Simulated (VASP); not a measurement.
Here is a VASP 6.6.1 calculation.

The input INCAR:

```
SYSTEM = Tl
ALGO     = Fast           ! electronic algorithm
EDIFF    = 1E-6           ! SCF threshold, eV
ENCUT    = 520            ! plane-wave cutoff, eV
GGA      = PE             ! functional
ISIF     = 2              ! what is computed and relaxed
ISMEAR   = 0              ! smearing method
LASPH    = .True.         ! aspherical terms in the spheres
LCHARG   = .False.        ! write CHGCAR
LREAL    = .False.        ! projectors in reciprocal space
LWAVE    = .False.        ! write WAVECAR
NBANDS   = 12             ! bands
NELM     = 100            ! most SCF steps
PREC     = Accurate       ! precision mode
SIGMA    = 0.1            ! smearing width, eV
```

File KPOINTS:

```
k-points
0
Gamma
  18 18 18
  0 0 0
```

Contents of POSCAR:

```
Tl
1.0
    1.7058928343     -2.9527106468      0.0000000000
    1.7058928343      2.9527106468      0.0000000000
    0.0000000000      0.0000000000      3.2716665969
Tl
1
Direct
    0.5000000000      0.5000000000      0.0000000000
```

Potentials or basis: VASP PAW PBE potentials, release 64 (Tl_d).

Run with:

```sh
$ cat potpaw_PBE.64/Tl_d/POTCAR > POTCAR
$ mpirun -np 1 vasp_std > vasp.out
```

Q: Estimate the pressure.

A: -0.1 GPa.
